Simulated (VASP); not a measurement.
# Re (Fm-3m) in VASP: further runs

The runs below take Re through electric field gradients, with LDA.

Everything below comes from runs of VASP 6.6.1. Logs are shortened: lines on timing, memory, paths and dates and some standing lists are left out, and cuts for length are marked.

### Step 1. The cell of the first run

It takes space group Fm-3m (No. 225, cubic). Conventional cell: a = 3.870 Å, b = 3.870 Å, c = 3.870 Å, α = 90.00°, β = 90.00°, γ = 90.00°. Re (site symmetry m-3m) has 12 Re at 2.74 Å within 3.6 Å.

This isn't the form of Re at room conditions, which is hcp.

### Step 2. Electric field gradients, LDA (14.49 Å³/atom)

INCAR reads:

```
SYSTEM = Re
PREC = Accurate ; ENCUT = 410
EDIFF = 1E-8 ; ISMEAR = -1
SIGMA = 0.03 ; LREAL = .False.
LASPH = .True. ; NELM = 120
ALGO = Normal ; ISIF = 2
LWAVE = .False. ; LCHARG = .False.
GGA = CA ; LEFG = .True.
NBANDS = 14 ; GGA_COMPAT = .False.
```

KPOINTS reads:

```
Automatic mesh
0
Gamma
  14 14 14
  0 0 0
```

POSCAR reads:

```
Re
1.0
    0.0000000000      1.9350255327      1.9350255327
    1.9350255327      0.0000000000      1.9350255327
    1.9350255327      1.9350255327      0.0000000000
Re
1
Direct
    0.0000000000      0.0000000000      0.0000000000
```

Potentials or basis: VASP PAW LDA potentials, release 64 (Re_sv_GW).

Launch:

```
$ cat potpaw_LDA.64/Re_sv_GW/POTCAR > POTCAR
$ mpirun -np 1 vasp_std > vasp.out
```

OUTCAR:

```text
SYSTEM = Re
   PREC = Accurate
   ENCUT = 410
   EDIFF = 1E-8
   ISMEAR = -1
   LREAL = .False.
   LASPH = .True.
   NELM = 120
   ISIF = 2
   GGA = CA

 ion  position               nearest neighbor table
   1  0.000  0.000  0.000-

  LATTYP: Found a face centered cubic cell.
 ALAT       =     3.8700510654

  Lattice vectors:

 A1 = (   0.0000000000,   1.9350255327,   1.9350255327)
 A2 = (   1.9350255327,   0.0000000000,   1.9350255327)
 A3 = (   1.9350255327,   1.9350255327,   0.0000000000)

Analysis of symmetry for initial positions (statically):
=====================================================================
 Subroutine PRICEL returns:
 Original cell was already a primitive cell.

 Routine SETGRP: Setting up the symmetry group for a
 face centered cubic supercell.

 Subroutine GETGRP returns: Found 48 space group operations
 (whereof 48 operations were pure point group operations)
 out of a pool of 48 trial point group operations.

The static configuration has the point symmetry O_h .

Analysis of symmetry for dynamics (positions and initial velocities):
=====================================================================
 Subroutine PRICEL returns:
 Original cell was already a primitive cell.

 Routine SETGRP: Setting up the symmetry group for a
 face centered cubic supercell.

 Subroutine GETGRP returns: Found 48 space group operations
 (whereof 48 operations were pure point group operations)
 out of a pool of 48 trial point group operations.

The dynamic configuration has the point symmetry O_h .

 Subroutine INISYM returns: Found 48 space group operations
 (whereof 48 operations are pure point group operations),
 and found     1 'primitive' translations

----------------------------------------------------------------------------------------

                                     Primitive cell

  volume of cell :      14.4907

  direct lattice vectors                    reciprocal lattice vectors
     0.000000000  1.935025533  1.935025533    -0.258394523  0.258394523  0.258394523
     1.935025533  0.000000000  1.935025533     0.258394523 -0.258394523  0.258394523
     1.935025533  1.935025533  0.000000000     0.258394523  0.258394523 -0.258394523

  length of vectors
     2.736539352  2.736539352  2.736539352     0.447552443  0.447552443  0.447552443

  position of ions in fractional coordinates (direct lattice)
     0.000000000  0.000000000  0.000000000

  ion indices of the primitive-cell ions
   primitive index   ion index
                 1           1

----------------------------------------------------------------------------------------

 KPOINTS: Automatic mesh

Automatic generation of k-mesh.
 Grid dimensions read from file:
 generate k-points for:   14   14   14

 Generating k-lattice:

  Cartesian coordinates                     Fractional coordinates (reciprocal lattice)
    -0.018456752  0.018456752  0.018456752     0.071428571  0.000000000  0.000000000
     0.018456752 -0.018456752  0.018456752     0.000000000  0.071428571  0.000000000
     0.018456752  0.018456752 -0.018456752     0.000000000  0.000000000  0.071428571

  Length of vectors
     0.031968032  0.031968032  0.031968032

  Shift w.r.t. Gamma in fractional coordinates (k-lattice)
     0.000000000  0.000000000  0.000000000

 Subroutine IBZKPT returns following result:
 ===========================================

 Found    104 irreducible k-points:

 Following reciprocal coordinates:
            Coordinates               Weight
  0.000000  0.000000  0.000000      1.000000
  0.071429  0.000000  0.000000      8.000000
  0.142857  0.000000  0.000000      8.000000
  0.214286  0.000000  0.000000      8.000000
  0.285714  0.000000  0.000000      8.000000
  0.357143  0.000000  0.000000      8.000000
[... 16 lines left out ...]
  0.214286  0.142857  0.000000     24.000000
  0.285714  0.142857  0.000000     24.000000
 [... further k-points ...]
   k-points           NKPTS =    104   k-points in BZ     NKDIM =    104   number of bands    NBANDS=     14
   number of dos      NEDOS =    301   number of ions     NIONS =      1
   total plane-waves  NPLWV =   5832
   dimension x,y,z NGX =    18 NGY =   18 NGZ =   18
   dimension x,y,z NGXF=    36 NGYF=   36 NGZF=   36
   ions per type =               1
   NGX,Y,Z   is equivalent  to a cutoff of  10.94, 10.94, 10.94 a.u.
   NGXF,Y,Z  is equivalent  to a cutoff of  21.87, 21.87, 21.87 a.u.
 SYSTEM =  Re
   PREC   = accura    normal or accurate (medium, high low for compatibility)
   ISTART =      0    job   : 0-new  1-cont  2-samecut
   ICHARG =      2    charge: 1-file 2-atom 10-const
   ISPIN  =      1    spin polarized calculation?
   LNONCOLLINEAR =      F non collinear calculations
   LSORBIT =      F    spin-orbit coupling
   LASPH  =      T    aspherical Exc in radial PAW
   ENCUT  =  410.0 eV  30.13 Ry    5.49 a.u.   4.52  4.52  4.52*2*pi/ulx,y,z
   NELM   =    120;   NELMIN=  2; NELMDL= -5     # of ELM steps
   EDIFF  = 0.1E-07   stopping-criterion for ELM
   LREAL  =      F    real-space projection
   EDIFFG = 0.1E-06   stopping-criterion for IOM
   NSW    =      0    number of steps for IOM
   IBRION =     -1    ionic relax: 0-MD 1-quasi-New 2-CG
   NFREE  =      0    steps in history (QN), initial steepest desc. (CG)
   ISIF   =      2    stress and relaxation
   ISYM   =      2    0-nonsym 1-usesym 2-fastsym
   POTIM  = 0.5000    time-step for ionic-motion
   TEBEG  =    0.0;   TEEND  =   0.0 temperature during run
   PSTRESS=    0.0 pullay stress
   NELECT =      15.0000    total number of electrons
   NUPDOWN=      -1.0000    fix difference up-down
   EMIN   =  10.00;   EMAX   =-10.00  energy-range for DOS
   EFERMI =   0.00;   METHOD = LEGACY
   ISMEAR =    -1;   SIGMA  =   0.03  broadening in eV -4-tet -1-fermi 0-gaus
   EFERMI_NEDOS =   21; number of points for ismear=-14 and -15
   IALGO  =     38    algorithm
   IMIX   =      4    mixing-type and parameters
     AMIX     =   0.40;   BMIX     =  1.00
     AMIX_MAG =   1.60;   BMIX_MAG =  1.00
  volume/ion in A,a.u.               =      14.49        97.79
  Fermi-wavevector in a.u.,A,eV,Ry     =   1.656057  3.129494 37.314304  2.742524
  Thomas-Fermi vector in A             =   2.744047
   LORBIT       =      0    0 simple, 1 ext, 2 COOP (PROOUT), +10 PAW based schemes
   GGA     = CA    functional components
   LHFCALC =     F    Hartree Fock is set to
   AEXX    =    0.0000 exact exchange contribution
   IVDW    =     0    specifies the selected vdW correction
   LEPSILON=     F    determine dielectric tensor
   LRPA    =     F    only Hartree local field effects (RPA)
 non-spin polarized calculation
  energy-cutoff  :      410.00
  volume of cell :       14.49
 maximum number of plane-waves:       290
   NGX =  9   NGY =  9   NGZ =  9

 number of electron      15.0000003 magnetization

 Free energy of the ion-electron system (eV)
  ---------------------------------------------------
  ext. energy  EPLUGINS =         0.00000000
  ---------------------------------------------------
  free energy    TOTEN  =       -15.29678710 eV

  energy without entropy =      -15.29399002  energy(sigma->0) =      -15.29538856

 E-fermi :  13.3092     XC(G=0): -14.5123

 val. band max:       13.3035518021   @ k =  -0.1429   0.1429   0.0000
 cond. band min:      13.3104726450   @ k =   0.1429   0.1429   0.0000
 fundamental gap:      0.0069208430
 Fermi energy:        13.3091779121

 k-point     1 :       0.0000    0.0000    0.0000
  band No.  band energies     occupation
      1     -66.3312      2.00000
      2     -27.8029      2.00000
      3     -27.8029      2.00000
      4     -27.8029      2.00000
      5       3.1845      2.00000
      6      11.3567      2.00000
      7      11.3567      2.00000
      8      11.3567      2.00000
      9      14.6117      0.00000
     10      14.6117      0.00000
     11      26.4287      0.00000
     12      32.0396      0.00000
     13      32.0396      0.00000
     14      32.0396      0.00000
[... 375 lines left out ...]
 k-point    24 :       0.2857    0.1429    0.0000
  band No.  band energies     occupation
      1     -66.2548      2.00000
      2     -28.4662      2.00000
      3     -27.9830      2.00000
      4     -27.9696      2.00000
      5       6.0907      2.00000
      6       9.6451      2.00000
      7      11.6274      2.00000
      8      12.6257      2.00000
      9      14.1448      0.00000
     10      15.7496      0.00000
     11      28.4453      0.00000
     12      31.4954      0.00000
     13      34.0225      0.00000
     14      34.3767      0.00000

 [... further k-points ...]

------------------------ aborting loop because EDIFF is reached ----------------------------------------

  FORCE on cell =-STRESS in cart. coord.  units (eV):
  Direction    XX          YY          ZZ          XY          YZ          ZX
  --------------------------------------------------------------------------------------
  -------------------------------------------------------------------------------------
  Total       -0.2733825     -0.2733825     -0.2733825     -0.0000000     -0.0000000     -0.0000000
  in kB      -30.2267334    -30.2267334    -30.2267334     -0.0000000     -0.0000000     -0.0000000
  external PRESSURE =     -30.2267334 kB  Pullay stress =       0.0000000 kB

 VOLUME and BASIS-vectors are now :
 -----------------------------------------------------------------------------
  energy-cutoff  :      410.00
  volume of cell :       14.49
      direct lattice vectors                 reciprocal lattice vectors
     0.000000000  1.935025533  1.935025533    -0.258394523  0.258394523  0.258394523
     1.935025533  0.000000000  1.935025533     0.258394523 -0.258394523  0.258394523
     1.935025533  1.935025533  0.000000000     0.258394523  0.258394523 -0.258394523

 POSITION                                       TOTAL-FORCE (eV/Angst)
 -----------------------------------------------------------------------------------
      0.00000      0.00000      0.00000         0.000000      0.000000     -0.000000
 -----------------------------------------------------------------------------------
    total drift:                               -0.000000      0.000000      0.000000

  FREE ENERGIE OF THE ION-ELECTRON SYSTEM (eV)
  ---------------------------------------------------
  free  energy   TOTEN  =       -15.2967871037 eV

  energy  without entropy=      -15.2939900165  energy(sigma->0) =      -15.29538856

 Electric field gradients (V/A^2)
---------------------------------------------------------------------
 ion       V_xx      V_yy      V_zz      V_xy      V_xz      V_yz
---------------------------------------------------------------------
   1       0.000    -0.000    -0.000    -0.000    -0.000    -0.000
---------------------------------------------------------------------

 Electric field gradients after diagonalization (V/A^2)
 (convention: |V_zz| > |V_xx| > |V_yy|)
----------------------------------------------------------------------
 ion       V_xx      V_yy      V_zz     asymmetry (V_yy - V_xx)/ V_zz
----------------------------------------------------------------------
   1       0.000     0.000    -0.001       0.000
----------------------------------------------------------------------

           NMR quadrupolar parameters

 Cq : quadrupolar parameter    Cq=e*Q*V_zz/h
 eta: asymmetry parameters     (V_yy - V_xx)/ V_zz
 Q  : nuclear electric quadrupole moment in mb (millibarn)
----------------------------------------------------------------------
 ion       Cq(MHz)       eta       Q (mb)
----------------------------------------------------------------------
   1      -0.000       0.000       1.000
----------------------------------------------------------------------
```

Wall time 30 s (1 thread of AMD EPYC 7R43 (Zen 3), shared host); peak memory 0.1 GiB.

Results:

* Free energy: -15.2968 eV
* Pressure: -3.0 GPa
* Band gap on the k mesh: zero (an odd number of electrons rules out a gap without spin polarisation)
* Largest electric field gradient by atom: under 0.05 V/Å² on every atom

Caveat: the cell stands under tension; spin-orbit coupling is left out, which moves the levels of the heavy elements.

### Step 3. Electric field gradients, LDA (14.95 Å³/atom)

This run uses another cell than the first one, of 14.95 Å³/atom.

INCAR reads:

```
SYSTEM = Re
PREC = Accurate ; ENCUT = 410
EDIFF = 1E-8 ; ISMEAR = -1
SIGMA = 0.03 ; LREAL = .FALSE.
LASPH = .TRUE. ; NELM = 120
ALGO = Normal ; ISIF = 2
LWAVE = .FALSE. ; LCHARG = .FALSE.
GGA = CA ; LEFG = .TRUE.
NBANDS = 14 ; GGA_COMPAT = .FALSE.
```

KPOINTS reads:

```
regular mesh
0
G
  14 14 14
  0 0 0
```

POSCAR reads:

```
Re
1.0
    0.0000000000      1.9550491410      1.9550491410
    1.9550491410      0.0000000000      1.9550491410
    1.9550491410      1.9550491410      0.0000000000
Re
1
Direct
    0.0000000000      0.0000000000      0.0000000000
```

Potentials or basis: VASP PAW LDA potentials, release 64 (Re_sv_GW).

Launch:

```
$ cat potpaw_LDA.64/Re_sv_GW/POTCAR > POTCAR
$ mpirun -np 1 vasp_std > vasp.out
```

OUTCAR:

```text
SYSTEM = Re
   PREC = Accurate
   ENCUT = 410
   EDIFF = 1E-8
   ISMEAR = -1
   LREAL = .FALSE.
   LASPH = .TRUE.
   NELM = 120
   ISIF = 2
   GGA = CA

 ion  position               nearest neighbor table
   1  0.000  0.000  0.000-

  LATTYP: Found a face centered cubic cell.
 ALAT       =     3.9100982820

  Lattice vectors:

 A1 = (   0.0000000000,   1.9550491410,   1.9550491410)
 A2 = (   1.9550491410,   0.0000000000,   1.9550491410)
 A3 = (   1.9550491410,   1.9550491410,   0.0000000000)

Analysis of symmetry for initial positions (statically):
=====================================================================
 Subroutine PRICEL returns:
 Original cell was already a primitive cell.

 Routine SETGRP: Setting up the symmetry group for a
 face centered cubic supercell.

 Subroutine GETGRP returns: Found 48 space group operations
 (whereof 48 operations were pure point group operations)
 out of a pool of 48 trial point group operations.

The static configuration has the point symmetry O_h .

Analysis of symmetry for dynamics (positions and initial velocities):
=====================================================================
 Subroutine PRICEL returns:
 Original cell was already a primitive cell.

 Routine SETGRP: Setting up the symmetry group for a
 face centered cubic supercell.

 Subroutine GETGRP returns: Found 48 space group operations
 (whereof 48 operations were pure point group operations)
 out of a pool of 48 trial point group operations.

The dynamic configuration has the point symmetry O_h .
[... 161 lines left out ...]
      9      14.0161      0.00000
     10      14.0161      0.00000
     11      25.9053      0.00000
     12      31.3490      0.00000
     13      31.3490      0.00000
     14      31.3490      0.00000
[... 377 lines left out ...]
      1     -66.8140      2.00000
      2     -28.9933      2.00000
      3     -28.5598      2.00000
      4     -28.5474      2.00000
      5       5.6875      2.00000
      6       9.2632      2.00000
      7      11.1753      2.00000
      8      12.1245      2.00000
      9      13.5747      0.00000
     10      15.1056      0.00000
     11      27.7303      0.00000
     12      30.6636      0.00000
     13      33.0704      0.00000
     14      33.4713      0.00000

 [... further k-points ...]

------------------------ aborting loop because EDIFF is reached ----------------------------------------

  FORCE on cell =-STRESS in cart. coord.  units (eV):
  Direction    XX          YY          ZZ          XY          YZ          ZX
  --------------------------------------------------------------------------------------
  -------------------------------------------------------------------------------------
  Total       -1.3278739     -1.3278739     -1.3278739      0.0000000     -0.0000000      0.0000000
  in kB     -142.3522702   -142.3522702   -142.3522702      0.0000000     -0.0000000      0.0000000
  external PRESSURE =    -142.3522702 kB  Pullay stress =       0.0000000 kB

 VOLUME and BASIS-vectors are now :
 -----------------------------------------------------------------------------
  energy-cutoff  :      410.00
  volume of cell :       14.95
      direct lattice vectors                 reciprocal lattice vectors
     0.000000000  1.955049141  1.955049141    -0.255748047  0.255748047  0.255748047
     1.955049141  0.000000000  1.955049141     0.255748047 -0.255748047  0.255748047
     1.955049141  1.955049141  0.000000000     0.255748047  0.255748047 -0.255748047

 POSITION                                       TOTAL-FORCE (eV/Angst)
 -----------------------------------------------------------------------------------
      0.00000      0.00000      0.00000         0.000000      0.000000      0.000000
 -----------------------------------------------------------------------------------
    total drift:                                0.000000     -0.000000     -0.000000

  FREE ENERGIE OF THE ION-ELECTRON SYSTEM (eV)
  ---------------------------------------------------
  free  energy   TOTEN  =       -15.2754430059 eV

  energy  without entropy=      -15.2720488643  energy(sigma->0) =      -15.27374594

 Electric field gradients (V/A^2)
---------------------------------------------------------------------
 ion       V_xx      V_yy      V_zz      V_xy      V_xz      V_yz
---------------------------------------------------------------------
   1       0.000    -0.000    -0.000    -0.001    -0.001    -0.001
---------------------------------------------------------------------

 Electric field gradients after diagonalization (V/A^2)
 (convention: |V_zz| > |V_xx| > |V_yy|)
----------------------------------------------------------------------
 ion       V_xx      V_yy      V_zz     asymmetry (V_yy - V_xx)/ V_zz
----------------------------------------------------------------------
   1       0.001     0.001    -0.001       0.000
----------------------------------------------------------------------

           NMR quadrupolar parameters

 Cq : quadrupolar parameter    Cq=e*Q*V_zz/h
 eta: asymmetry parameters     (V_yy - V_xx)/ V_zz
 Q  : nuclear electric quadrupole moment in mb (millibarn)
----------------------------------------------------------------------
 ion       Cq(MHz)       eta       Q (mb)
----------------------------------------------------------------------
   1      -0.000       0.000       1.000
----------------------------------------------------------------------
```

stdout:

```text
POSCAR found type information on POSCAR Re
 POSCAR found :  1 types and       1 ions
 scaLAPACK will be used
 LDA part: xc-table for (Slater(with rela. corr.)+CA(PZ))
 , standard interpolation
 POSCAR, INCAR and KPOINTS ok, starting setup
 FFT: planning ... GRIDC
 FFT: planning ... GRID_SOFT
 FFT: planning ... GRID
 WAVECAR not read
 entering main loop
ion   1
```

Run time: 6.6 s. Hardware: 1 thread of Intel Xeon 6975P-C (Granite Rapids), shared host; peak memory 0.13 GiB.

What came out:

```yaml
Free_energy: -15.2754 eV
Pressure: -14.2 GPa
Band_gap_on_the_k_mesh: zero (an odd number of electrons rules out a gap without spin polarisation)
Largest_electric_field_gradient_by_atom: under 0.05 V/Å² on every atom
```

Levels at points of the mesh, in eV from the Fermi level:
```
           k point  band 4  band 5  band 6  band 7  band 8  band 9  band 10  band 11  band 12  band 13
(0.00, 0.00, 0.00)  -41.17   -9.91   -1.86   -1.86   -1.86    1.25     1.25    13.13    18.58    18.58
(0.50, 0.00, 0.00)  -41.33   -6.72   -2.07   -2.07    0.35    3.76     3.76     9.80    12.79    19.15
(0.50, 0.50, 0.00)  -41.59   -6.66   -5.81    2.87    3.70    4.51     4.51    11.98    11.98    12.80
```

Caveat: the cell stands under tension; spin-orbit coupling is left out, which moves the levels of the heavy elements.
